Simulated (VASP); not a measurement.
# Sn3Te (Pm-3m) in VASP: a series of runs

Runs on Sn3Te. Level: PBEsol. Tasks: single point.

Everything below comes from runs of VASP 6.6.1. Logs are shortened: lines on timing, memory, paths and dates and some standing lists are left out, and cuts for length are marked.

## 1. The cell of the first run

The structure is cubic, space group Pm-3m (No. 221). Conventional cell: a = 4.766 Å, b = 4.766 Å, c = 4.766 Å, α = 90.00°, β = 90.00°, γ = 90.00°. Te (site symmetry m-3m) has 12 Sn at 3.37 Å within 4.4 Å. Within 4.4 Å of Sn (site symmetry 4/mmm) lie 4 Te at 3.37 Å and 8 Sn at 3.37 Å.

## 2. Single point, PBEsol (27.07 Å³/atom)

Input file INCAR:

```
ALGO = Normal ; EDIFF = 1E-7
ENCUT = 520 ; GGA = PS
ISIF = 2 ; ISMEAR = -1
LASPH = T ; LCHARG = T
LELF = T ; LREAL = F
LVHAR = T ; LWAVE = F
NBANDS = 32 ; NELM = 100
PREC = Accurate ; SIGMA = 0.05
```

Input file KPOINTS:

```
k-points
0
Gamma
  6 6 6
```

Input file POSCAR:

```
Sn3Te
1.0
    4.7662957215      0.0000000000      0.0000000000
    0.0000000000      4.7662957215      0.0000000000
    0.0000000000      0.0000000000      4.7662957215
Te Sn
1 3
Direct
    0.0000000000      0.0000000000      0.0000000000
    0.0000000000      0.5000000000      0.5000000000
    0.5000000000      0.0000000000      0.5000000000
    0.5000000000      0.5000000000      0.0000000000
```

Potentials or basis: VASP PAW PBE potentials, release 64 (Te, Sn_d).

On the command line:

```bash
$ cat potpaw_PBE.64/Te/POTCAR potpaw_PBE.64/Sn_d/POTCAR > POTCAR
$ mpirun -np 1 vasp_std > vasp.out
```

OUTCAR:

```text
EDIFF = 1E-7
   ENCUT = 520
   GGA = PS
   ISIF = 2
   ISMEAR = -1
   LASPH = T
   LREAL = F
   NELM = 100
   PREC = Accurate

 ion  position               nearest neighbor table
   1  0.000  0.000  0.000-   2 3.37   3 3.37   4 3.37   2 3.37   3 3.37   2 3.37   4 3.37   2 3.37
                             3 3.37   4 3.37   3 3.37   4 3.37
   2  0.000  0.500  0.500-   1 3.37   3 3.37   4 3.37   1 3.37   4 3.37   1 3.37   3 3.37   1 3.37
                             3 3.37   4 3.37   4 3.37   3 3.37
   3  0.500  0.000  0.500-   1 3.37   2 3.37   4 3.37   1 3.37   4 3.37   2 3.37   4 3.37   4 3.37
                             1 3.37   2 3.37   1 3.37   2 3.37
   4  0.500  0.500  0.000-   1 3.37   2 3.37   3 3.37   2 3.37   3 3.37   1 3.37   3 3.37   3 3.37
                             1 3.37   2 3.37   2 3.37   1 3.37

  LATTYP: Found a simple cubic cell.
 ALAT       =     4.7662957215

  Lattice vectors:

 A1 = (   4.7662957215,   0.0000000000,   0.0000000000)
 A2 = (   0.0000000000,   4.7662957215,   0.0000000000)
 A3 = (   0.0000000000,   0.0000000000,   4.7662957215)

Analysis of symmetry for initial positions (statically):
=====================================================================
 Subroutine PRICEL returns:
 Original cell was already a primitive cell.

 Routine SETGRP: Setting up the symmetry group for a
 simple cubic supercell.

 Subroutine GETGRP returns: Found 48 space group operations
 (whereof 48 operations were pure point group operations)
 out of a pool of 48 trial point group operations.

The static configuration has the point symmetry O_h .

Analysis of symmetry for dynamics (positions and initial velocities):
=====================================================================
 Subroutine PRICEL returns:
 Original cell was already a primitive cell.

 Routine SETGRP: Setting up the symmetry group for a
 simple cubic supercell.

 Subroutine GETGRP returns: Found 48 space group operations
 (whereof 48 operations were pure point group operations)
 out of a pool of 48 trial point group operations.

The dynamic configuration has the point symmetry O_h .

 Subroutine INISYM returns: Found 48 space group operations
 (whereof 48 operations are pure point group operations),
 and found     1 'primitive' translations

----------------------------------------------------------------------------------------

                                     Primitive cell

  volume of cell :     108.2787

  direct lattice vectors                    reciprocal lattice vectors
     4.766295721  0.000000000  0.000000000     0.209806537  0.000000000  0.000000000
     0.000000000  4.766295721  0.000000000     0.000000000  0.209806537  0.000000000
     0.000000000  0.000000000  4.766295721     0.000000000  0.000000000  0.209806537

  length of vectors
     4.766295721  4.766295721  4.766295721     0.209806537  0.209806537  0.209806537

  position of ions in fractional coordinates (direct lattice)
     0.000000000  0.000000000  0.000000000
     0.000000000  0.500000000  0.500000000
     0.500000000  0.000000000  0.500000000
     0.500000000  0.500000000  0.000000000

  ion indices of the primitive-cell ions
   primitive index   ion index
                 1           1
                 2           2
                 3           3
                 4           4

----------------------------------------------------------------------------------------

 KPOINTS: k-points

Automatic generation of k-mesh.
 Grid dimensions read from file:
 generate k-points for:    6    6    6

 Generating k-lattice:

  Cartesian coordinates                     Fractional coordinates (reciprocal lattice)
     0.034967756  0.000000000  0.000000000     0.166666667  0.000000000  0.000000000
     0.000000000  0.034967756  0.000000000     0.000000000  0.166666667  0.000000000
     0.000000000  0.000000000  0.034967756     0.000000000  0.000000000  0.166666667

  Length of vectors
     0.034967756  0.034967756  0.034967756

  Shift w.r.t. Gamma in fractional coordinates (k-lattice)
     0.000000000  0.000000000  0.000000000

 Subroutine IBZKPT returns following result:
 ===========================================

 Found     20 irreducible k-points:

 Following reciprocal coordinates:
            Coordinates               Weight
  0.000000  0.000000  0.000000      1.000000
  0.166667  0.000000  0.000000      6.000000
  0.333333  0.000000  0.000000      6.000000
  0.500000  0.000000  0.000000      3.000000
  0.166667  0.166667  0.000000     12.000000
  0.333333  0.166667  0.000000     24.000000
[... 12 lines left out ...]
  0.500000  0.500000  0.333333      6.000000
  0.500000  0.500000  0.500000      1.000000
   k-points           NKPTS =     20   k-points in BZ     NKDIM =     20   number of bands    NBANDS=     32
   number of dos      NEDOS =    301   number of ions     NIONS =      4
   total plane-waves  NPLWV =  46656
   dimension x,y,z NGX =    36 NGY =   36 NGZ =   36
   dimension x,y,z NGXF=    72 NGYF=   72 NGZF=   72
   ions per type =               1   3
   NGX,Y,Z   is equivalent  to a cutoff of  12.56, 12.56, 12.56 a.u.
   NGXF,Y,Z  is equivalent  to a cutoff of  25.11, 25.11, 25.11 a.u.
 SYSTEM =  unknown system
   PREC   = accura    normal or accurate (medium, high low for compatibility)
   ISTART =      0    job   : 0-new  1-cont  2-samecut
   ICHARG =      2    charge: 1-file 2-atom 10-const
   ISPIN  =      1    spin polarized calculation?
   LNONCOLLINEAR =      F non collinear calculations
   LSORBIT =      F    spin-orbit coupling
   LASPH  =      T    aspherical Exc in radial PAW
   ENCUT  =  520.0 eV  38.22 Ry    6.18 a.u.   8.86  8.86  8.86*2*pi/ulx,y,z
   NELM   =    100;   NELMIN=  2; NELMDL= -5     # of ELM steps
   EDIFF  = 0.1E-06   stopping-criterion for ELM
   LREAL  =      F    real-space projection
   EDIFFG = 0.1E-05   stopping-criterion for IOM
   NSW    =      0    number of steps for IOM
   IBRION =     -1    ionic relax: 0-MD 1-quasi-New 2-CG
   NFREE  =      0    steps in history (QN), initial steepest desc. (CG)
   ISIF   =      2    stress and relaxation
   ISYM   =      2    0-nonsym 1-usesym 2-fastsym
   POTIM  = 0.5000    time-step for ionic-motion
   TEBEG  =    0.0;   TEEND  =   0.0 temperature during run
   PSTRESS=    0.0 pullay stress
   NELECT =      48.0000    total number of electrons
   NUPDOWN=      -1.0000    fix difference up-down
   EMIN   =  10.00;   EMAX   =-10.00  energy-range for DOS
   EFERMI =   0.00;   METHOD = LEGACY
   ISMEAR =    -1;   SIGMA  =   0.05  broadening in eV -4-tet -1-fermi 0-gaus
   EFERMI_NEDOS =   21; number of points for ismear=-14 and -15
   IALGO  =     38    algorithm
   IMIX   =      4    mixing-type and parameters
     AMIX     =   0.40;   BMIX     =  1.00
     AMIX_MAG =   1.60;   BMIX_MAG =  1.00
  volume/ion in A,a.u.               =      27.07       182.68
  Fermi-wavevector in a.u.,A,eV,Ry     =   1.248267  2.358883 21.200207  1.558171
  Thomas-Fermi vector in A             =   2.382362
   LORBIT       =      0    0 simple, 1 ext, 2 COOP (PROOUT), +10 PAW based schemes
   GGA     = PS    functional components
   LHFCALC =     F    Hartree Fock is set to
   AEXX    =    0.0000 exact exchange contribution
   IVDW    =     0    specifies the selected vdW correction
   LEPSILON=     F    determine dielectric tensor
   LRPA    =     F    only Hartree local field effects (RPA)
 non-spin polarized calculation
  energy-cutoff  :      520.00
  volume of cell :      108.28
 maximum number of plane-waves:      2968
 NGX is ok and might be reduce to    36
   NGX = 17   NGY = 17   NGZ = 17

 number of electron      48.0000026 magnetization

 Free energy of the ion-electron system (eV)
  ---------------------------------------------------
  ext. energy  EPLUGINS =         0.00000000
  ---------------------------------------------------
  free energy    TOTEN  =       -16.12145366 eV

  energy without entropy =      -16.09481709  energy(sigma->0) =      -16.10813537

 E-fermi :   8.2090     XC(G=0): -10.4862

 val. band max:        8.1892612521   @ k =   0.5000   0.1667   0.0000
 cond. band min:       8.2339189608   @ k =   0.1667   0.0000   0.0000
 fundamental gap:      0.0446577086
 Fermi energy:         8.2090266571

 k-point     1 :       0.0000    0.0000    0.0000
  band No.  band energies     occupation
      1     -13.3259      2.00000
      2     -13.3259      2.00000
      3     -13.3259      2.00000
      4     -13.2905      2.00000
      5     -13.2905      2.00000
      6     -13.2846      2.00000
[... 24 lines left out ...]
     31      13.1253      0.00000
     32      13.4513      0.00000

 k-point     2 :       0.1667    0.0000    0.0000
  band No.  band energies     occupation
      1     -13.3232      2.00000
      2     -13.3124      2.00000
      3     -13.3124      2.00000
      4     -13.2895      2.00000
      5     -13.2825      2.00000
      6     -13.2753      2.00000
[... 24 lines left out ...]
     31      13.8089      0.00000
     32      14.1688      0.00000

 k-point     3 :       0.3333    0.0000    0.0000
  band No.  band energies     occupation
      1     -13.3172      2.00000
      2     -13.2878      2.00000
      3     -13.2779      2.00000
      4     -13.2779      2.00000
      5     -13.2622      2.00000
      6     -13.2517      2.00000
[... 24 lines left out ...]
     31      12.8476      0.00000
     32      14.0165      0.00000

 k-point     4 :       0.5000    0.0000    0.0000
  band No.  band energies     occupation
      1     -13.3138      2.00000
      2     -13.2870      2.00000
      3     -13.2552      2.00000
      4     -13.2552      2.00000
      5     -13.2467      2.00000
      6     -13.2413      2.00000
[... 514 lines left out ...]
     31      13.2965      0.00000
     32      16.1268      0.00000

 k-point    19 :       0.5000    0.5000    0.3333
  band No.  band energies     occupation
      1     -13.3053      2.00000
      2     -13.2866      2.00000
      3     -13.2866      2.00000
      4     -13.2797      2.00000
      5     -13.2553      2.00000
      6     -13.2541      2.00000
[... 24 lines left out ...]
     31      13.9206      0.00000
     32      16.3069      0.00000

 k-point    20 :       0.5000    0.5000    0.5000
  band No.  band energies     occupation
      1     -13.3120      2.00000
      2     -13.2887      2.00000
      3     -13.2887      2.00000
      4     -13.2887      2.00000
      5     -13.2604      2.00000
      6     -13.2604      2.00000
[... 24 lines left out ...]
     31      14.0192      0.00000
     32      16.3898      0.00000

------------------------ aborting loop because EDIFF is reached ----------------------------------------

  FORCE on cell =-STRESS in cart. coord.  units (eV):
  Direction    XX          YY          ZZ          XY          YZ          ZX
  --------------------------------------------------------------------------------------
  -------------------------------------------------------------------------------------
  Total        0.3126575      0.3126575      0.3126575     -0.0000000      0.0000000     -0.0000000
  in kB        4.6263286      4.6263286      4.6263286     -0.0000000      0.0000000     -0.0000000
  external PRESSURE =       4.6263286 kB  Pullay stress =       0.0000000 kB

 VOLUME and BASIS-vectors are now :
 -----------------------------------------------------------------------------
  energy-cutoff  :      520.00
  volume of cell :      108.28
      direct lattice vectors                 reciprocal lattice vectors
     4.766295721  0.000000000  0.000000000     0.209806537  0.000000000  0.000000000
     0.000000000  4.766295721  0.000000000     0.000000000  0.209806537  0.000000000
     0.000000000  0.000000000  4.766295721     0.000000000  0.000000000  0.209806537

 POSITION                                       TOTAL-FORCE (eV/Angst)
 -----------------------------------------------------------------------------------
      0.00000      0.00000      0.00000         0.000000      0.000000      0.000000
      0.00000      2.38315      2.38315         0.000000      0.000000      0.000000
      2.38315      0.00000      2.38315         0.000000      0.000000      0.000000
      2.38315      2.38315      0.00000         0.000000      0.000000      0.000000
 -----------------------------------------------------------------------------------
    total drift:                                0.000000      0.000000      0.000000

  FREE ENERGIE OF THE ION-ELECTRON SYSTEM (eV)
  ---------------------------------------------------
  free  energy   TOTEN  =       -16.1214536569 eV

  energy  without entropy=      -16.0948170902  energy(sigma->0) =      -16.10813537
```

Wall time 92 s (1 thread of Intel Xeon 8259CL, shared host); peak memory 0.23 GiB.

Results:

```yaml
Free_energy: -16.1215 eV
Pressure: 0.5 GPa
Band_gap_on_the_k_mesh: zero (bands 24 and 25 overlap by 3.60 eV)
```

Caveat: the PAW data sets were made with another functional, which shifts forces and pressure a little; spin-orbit coupling is left out, which moves the levels of the heavy elements.

(Part 1 of 2 ends here.)

The gap in the log of VASP goes by the Fermi energy; the results here count the filled bands.